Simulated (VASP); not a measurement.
# Si2Mo (I4/mmm) in VASP: notebook, part 2 of 2

VASP 6.6.1. The steps go on from the part before.

## Step 3: Single point, PBE (equal xx and yy strain of -1 %)

INCAR

```
SYSTEM = Si2Mo
PREC = Accurate
ENCUT = 520
EDIFF = 1E-7
ISMEAR = -1
SIGMA = 0.03
LREAL = .FALSE.
LASPH = .TRUE.
NELM = 60
ALGO = Normal
ISIF = 2
LWAVE = .FALSE.
LCHARG = .FALSE.
GGA = PE
NBANDS = 18
ISYM = 0
```

KPOINTS

```
regular mesh
0
G
  12 12 16
  0 0 0
```

POSCAR

```
Si2Mo
1.0
   -1.5840000000      1.5840000000      3.9305000000
    1.5840000000     -1.5840000000      3.9305000000
    1.5840000000      1.5840000000     -3.9305000000
Si Mo
2 1
Direct
    0.3330000000      0.3330000000      0.0000000000
    0.6670000000      0.6670000000      0.0000000000
    0.0000000000      0.0000000000      0.0000000000
```

Potentials or basis: VASP PAW PBE potentials, release 64 (Si, Mo_sv).

Launch:

```console
$ cat potpaw_PBE.64/Si/POTCAR potpaw_PBE.64/Mo_sv/POTCAR > POTCAR
$ mpirun -np 1 vasp_std > vasp.out
```

OUTCAR:

```text
SYSTEM = Si2Mo
   PREC = Accurate
   ENCUT = 520
   EDIFF = 1E-7
   ISMEAR = -1
   LREAL = .FALSE.
   LASPH = .TRUE.
   NELM = 60
   ISIF = 2
   GGA = PE
   ISYM = 0

 ion  position               nearest neighbor table
   1  0.333  0.333  0.000-   2 2.59   2 2.59   2 2.59   2 2.59   3 2.60   3 2.60   3 2.60   3 2.60
                             3 2.62   2 2.63
   2  0.667  0.667  0.000-   1 2.59   1 2.59   1 2.59   1 2.59   3 2.60   3 2.60   3 2.60   3 2.60
                             3 2.62   1 2.63
   3  0.000  0.000  0.000-   2 2.60   1 2.60   2 2.60   1 2.60   2 2.60   1 2.60   1 2.60   2 2.60
                             1 2.62   2 2.62

IMPORTANT INFORMATION: All symmetrisations will be switched off!
NOSYMM: (Re-)initialisation of all symmetry stuff for point group C_1.

----------------------------------------------------------------------------------------

                                     Primitive cell

  volume of cell :      39.4474

  direct lattice vectors                    reciprocal lattice vectors
    -1.584000000  1.584000000  3.930500000     0.000000000  0.315656566  0.127210279
     1.584000000 -1.584000000  3.930500000     0.315656566  0.000000000  0.127210279
[... 161 lines left out ...]
 fundamental gap:      0.0032457690
 Fermi energy:        12.6264544237

 k-point     1 :       0.0000    0.0000    0.0000
  band No.  band energies     occupation
      1     -48.1305      2.00000
      2     -22.3147      2.00000
      3     -22.1915      2.00000
      4     -22.1907      2.00000
      5      -1.0494      2.00000
      6       6.0943      2.00000
[... 481 lines left out ...]
      5       1.4957      2.00000
      6       4.8105      2.00000
[... 10 lines left out ...]
     17      20.1748      0.00000
     18      21.2129      0.00000

 [... further k-points ...]

------------------------ aborting loop because EDIFF is reached ----------------------------------------

  FORCE on cell =-STRESS in cart. coord.  units (eV):
  Direction    XX          YY          ZZ          XY          YZ          ZX
  --------------------------------------------------------------------------------------
  -------------------------------------------------------------------------------------
  Total        2.0606921      2.0606920      0.8974979      0.0046360     -0.0016549     -0.0016548
  in kB       83.6961623     83.6961589     36.4523780      0.1882924     -0.0672129     -0.0672112
  external PRESSURE =      67.9482331 kB  Pullay stress =       0.0000000 kB

 VOLUME and BASIS-vectors are now :
 -----------------------------------------------------------------------------
  energy-cutoff  :      520.00
  volume of cell :       39.45
      direct lattice vectors                 reciprocal lattice vectors
    -1.584000000  1.584000000  3.930500000     0.000000000  0.315656566  0.127210279
     1.584000000 -1.584000000  3.930500000     0.315656566  0.000000000  0.127210279
     1.584000000  1.584000000 -3.930500000     0.315656566  0.315656566  0.000000000

 POSITION                                       TOTAL-FORCE (eV/Angst)
 -----------------------------------------------------------------------------------
      0.00000      0.00000      2.61771         0.000631      0.000631      0.244030
      0.00000      0.00000      5.24329        -0.000631     -0.000631     -0.244030
      0.00000      0.00000      0.00000         0.000000     -0.000000     -0.000000
 -----------------------------------------------------------------------------------
    total drift:                                0.000000     -0.000000     -0.000000

  FREE ENERGIE OF THE ION-ELECTRON SYSTEM (eV)
  ---------------------------------------------------
  free  energy   TOTEN  =       -23.2253258547 eV

  energy  without entropy=      -23.2246164381  energy(sigma->0) =      -23.22497115
```

OSZICAR:

```text
N       E                     dE             d eps       ncg     rms          rms(c)
DAV:   1     0.120988732380E+03    0.12099E+03   -0.11337E+04 41696   0.117E+03
DAV:   2    -0.210210898219E+02   -0.14201E+03   -0.13921E+03 49722   0.299E+02
DAV:   3    -0.240975981262E+02   -0.30765E+01   -0.30440E+01 51734   0.392E+01
DAV:   4    -0.241145683362E+02   -0.16970E-01   -0.16958E-01 49030   0.319E+00
DAV:   5    -0.241146817986E+02   -0.11346E-03   -0.11346E-03 48574   0.275E-01    0.223E+01
DAV:   6    -0.233779797639E+02    0.73670E+00   -0.55646E+00 44008   0.154E+01    0.501E+00
DAV:   7    -0.232600251958E+02    0.11795E+00   -0.83825E-01 43350   0.547E+00    0.466E+00
DAV:   8    -0.232261001091E+02    0.33925E-01   -0.97102E-02 44962   0.233E+00    0.455E-01
DAV:   9    -0.232253898406E+02    0.71027E-03   -0.18452E-03 49914   0.352E-01    0.245E-01
DAV:  10    -0.232253387097E+02    0.51131E-04   -0.49107E-04 46292   0.185E-01    0.545E-02
DAV:  11    -0.232253287924E+02    0.99173E-05   -0.15020E-04 45420   0.910E-02    0.367E-02
DAV:  12    -0.232253268741E+02    0.19183E-05   -0.24288E-05 44432   0.347E-02    0.999E-03
DAV:  13    -0.232253260121E+02    0.86203E-06   -0.18919E-06 44780   0.112E-02    0.262E-03
DAV:  14    -0.232253258828E+02    0.12929E-06   -0.28525E-08 24242   0.125E-03    0.512E-04
DAV:  15    -0.232253258547E+02    0.28129E-07   -0.41278E-09 22550   0.505E-04
   1 F= -.23225326E+02 E0= -.23224971E+02  d E =-.709417E-03
```

Run time: 11 min. Hardware: 1 thread of Intel Xeon Platinum 8559C (Emerald Rapids), shared host; peak memory 0.83 GiB.

What came out:

```yaml
Free_energy: -23.2253 eV
Pressure: 6.8 GPa
Largest_force: 0.244 eV/Å
Band_gap_on_the_k_mesh: zero (bands 11 and 12 overlap by 1.00 eV)
```

Forces on the atoms (eV/Å):
```
Si   0.001  0.001  0.244
Si  -0.001 -0.001 -0.244
Mo   0.000  0.000  0.000
```

Caveat: the cell differs from its parent crystal (equal xx and yy strain of -1 %); the cell stands under pressure.
